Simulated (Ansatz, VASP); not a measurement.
# MnO in VASP and in Ansatz

Contents of INCAR:

```
SYSTEM = MnO
  PREC = Accurate
  ENCUT = 520
  EDIFF = 1E-6
  ISMEAR = 0
  SIGMA = 0.05
  LREAL = .FALSE.
  LASPH = .TRUE.
  NELM = 150
  ALGO = Normal
  ISIF = 2
  LWAVE = .FALSE.
  LCHARG = .FALSE.
  ISPIN = 2
  MAGMOM = 5 -5 0 0
  LORBIT = 11
  LMAXMIX = 4
  LDAU = .TRUE.
  LDAUTYPE = 2
  LDAUL = 2 -1
  LDAUU = 3.9 0
  LDAUJ = 0 0
  LDAUPRINT = 1
  GGA = RE
  NBANDS = 31
```

KPOINTS

```
regular mesh
0
G
  12 12 6
  0 0 0
```

Contents of POSCAR:

```
MnO
1.0
    0.0000000000      2.2695972285      2.2695972285
    2.2695972285      0.0000000000      2.2695972285
    4.4801717668      4.4801717668      0.0590226902
Mn O
2 2
Direct
    0.0000000000      0.0000000000      0.0000000000
    0.0000000000      0.0000000000      0.5000000000
    0.5000000006      0.5000000006      0.2499999991
    0.4999999994      0.4999999994      0.7500000009
```

Input for Ansatz:

```yaml
crystal:
  lattice:
    - [0.0, 2.2695972285, 2.2695972285]
    - [2.2695972285, 0.0, 2.2695972285]
    - [4.4801717668, 4.4801717668, 0.0590226902]
  atoms:
    - { symbol: Mn, position: [0.0, 0.0, 0.0], spin: 5.0 }
    - { symbol: O, position: [0.5000000006, 0.5000000006, 0.2499999991] }
    - { symbol: Mn, position: [0.0, 0.0, 0.5], spin: -5.0 }
    - { symbol: O, position: [0.4999999994, 0.4999999994, 0.7500000009] }
basis:
  ecutwfc: 420
  ecutrho_ratio: 4
kpoints:
  mp_grid: { grid: [12, 12, 6] }
hamiltonian:
  xc: revpbe
  hubbard: { sites: [{ species: Mn, l: d, u_eff: 3.9 }] }
scf:
  occupations: { method: gaussian, width: 0.05 }
  initial_density: { chi_scale: 0.1 }
output:
  forces: true
  stress: true
magnetization:
  spin_polarized: true
```

Alike in both runs: task single point; functional revPBE; k mesh 12 × 12 × 6; occupations gaussian, width 0.05 eV; collinear spin; Hubbard terms Mn d U = 3.9 eV.

|  | VASP | Ansatz |
| --- | --- | --- |
| version | VASP 6.6.1 | Ansatz 0.2.0 |
| potentials or method | VASP PAW PBE potentials, release 64 (Mn_pv, O), cutoff 520 eV | scalar-relativistic, plane waves, PAW |
| valence electrons in the cell | 38 | 42 |

|  | VASP | Ansatz | Ansatz less VASP |
| --- | --- | --- | --- |
| pressure (GPa) | 2.1 | 3.6 | +1.43 |
| net moment per atom (μB) | 0.00 | 0.00 | 0.000 |
| size of the moment on the site where the two differ most (μB) | 4.59 | 4.28 | -0.307 |

VASP's potentials were made for PBE, not for revPBE. Site moments also hang on the region over which each program counts them. The programs project onto different local orbitals, so the same U acts differently, and such runs can settle in different states. VASP's potentials hold 38 valence electrons a cell and Ansatz's 42, so a difference there can come from the potentials and not from the codes.
